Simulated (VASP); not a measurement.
A run of VASP 6.6.1:

INCAR

```
SYSTEM = Al2O3
PREC = Accurate
ENCUT = 520
EDIFF = 1E-6
ISMEAR = 0
SIGMA = 0.05
LREAL = .False.
LASPH = .True.
NELM = 100
ALGO = Normal
ISIF = 2
LWAVE = .False.
LCHARG = .False.
GGA = PS
NBANDS = 35
```

The input KPOINTS:

```
regular mesh
0
Gamma
  6 6 6
  0 0 0
```

POSCAR

```
Al2O3
1.0
    2.3358509594      1.3486041802      4.5284363933
   -2.3358509594      1.3486041802      4.5284363933
    0.0000000000     -2.6972083604      4.5284363933
Al O
4 6
Direct
    0.8443505149      0.8443505149      0.8443505149
    0.6556494851      0.6556494851      0.6556494851
    0.1556494851      0.1556494851      0.1556494851
    0.3443505149      0.3443505149      0.3443505149
    0.0558571577      0.4441428423      0.7500000000
    0.7500000000      0.0558571577      0.4441428423
    0.4441428423      0.7500000000      0.0558571577
    0.9441428423      0.5558571577      0.2500000000
    0.2500000000      0.9441428423      0.5558571577
    0.5558571577      0.2500000000      0.9441428423
```

Potentials or basis: VASP PAW PBE potentials, release 64 (Al, O).

Command:

```console
$ cat potpaw_PBE.64/Al/POTCAR potpaw_PBE.64/O/POTCAR > POTCAR
$ mpirun -np 1 vasp_std > vasp.out
```

Hardware: 1 thread of Intel Xeon 8259CL, with other jobs on the host.

Problem. Estimate the wall time of this run.

Solution. Run time: 2.5 min on 1 thread of Intel Xeon 8259CL, on a shared host, peak memory 0.26 GiB. Counts: scf iterations 14, k points 32.
